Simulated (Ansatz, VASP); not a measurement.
## One calculation of InGa2N3, two programs

```
CELL_PARAMETERS angstrom
2.94523 1.70043 2.71250
-2.94523 1.70043 2.71250
0.00000 -3.40085 2.71250
ATOMIC_POSITIONS crystal
In 0.50000 0.50000 0.50000
Ga 0.16625 0.16625 0.16625
Ga 0.83375 0.83375 0.83375
N 0.00000 0.50000 0.50000
N 0.50000 0.00000 0.50000
N 0.50000 0.50000 0.00000
```

Change from the starting cell: species swapped into the Zr2AlFe3 type (R-3m, No. 166).

Alike in both runs: task single point; functional PBE; k mesh 6 × 6 × 6; occupations gaussian, width 0.1 eV; collinear spin.

|  | VASP | Ansatz |
| --- | --- | --- |
| version | VASP 6.6.1 | Ansatz 0.2.0 |
| potentials or method | VASP PAW PBE potentials, release 64 (In_d, Ga_d, N), cutoff 520 eV | scalar-relativistic, plane waves, PAW |
| valence electrons in the cell | 54 | 54 |

```tsv
	VASP	Ansatz	Ansatz less VASP
gap on the k mesh at the Fermi level (eV)	none	none	-
pressure (GPa)	1.8	1.5	-0.28
traceless stress, the component that is largest in VASP (GPa)	0.21	0.13	-0.073
rms of the force components (eV/Å)	0.019	0.029	+0.0109
net moment per atom (μB)	0.31	0.31	0.000
size of the moment on the site where the two differ most (μB)	0.43	0.51	+0.081
```

Site moments also hang on the region over which each program counts them. Atom by atom the forces differ by 0.011 eV/Å (rms over components). A gap of «none» marks a metal or a gap that the smearing closes.
